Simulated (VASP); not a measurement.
Input of a VASP 6.6.1 run:

File INCAR:

```
SYSTEM = Sr4Ir
PREC = Accurate
ENCUT = 520
EDIFF = 1E-6
ISMEAR = 0
SIGMA = 0.1
LREAL = .FALSE.
LASPH = .TRUE.
NELM = 60
ALGO = Fast
ISIF = 2
LWAVE = .FALSE.
LCHARG = .FALSE.
GGA = PE
NBANDS = 32
```

File KPOINTS:

```
regular mesh
0
G
  6 6 6
  0 0 0
```

The input POSCAR:

```
Sr4Ir
1.0
    5.9922865684      0.0000000000      0.0000000000
    0.0000000000      5.9922865684      0.0000000000
    0.0000000000      0.0000000000      5.9922865684
Sr Ir
4 1
Direct
    0.0000000000      0.5000000000      0.5000000000
    0.5000000000      0.0000000000      0.5000000000
    0.5000000000      0.5000000000      0.0000000000
    0.0000000000      0.0000000000      0.0000000000
    0.5000000000      0.5000000000      0.5000000000
```

Potentials or basis: VASP PAW PBE potentials, release 64 (Sr_sv, Ir).

The run is started by

```sh
$ cat potpaw_PBE.64/Sr_sv/POTCAR potpaw_PBE.64/Ir/POTCAR > POTCAR
$ mpirun -np 1 vasp_std > vasp.out
```

What does it give for the pressure?

0.0 GPa.

Predict the band gap on the k mesh.

zero (an odd number of electrons rules out a gap without spin polarisation).

Caveat: spin-orbit coupling is left out, which moves the levels of the heavy elements.
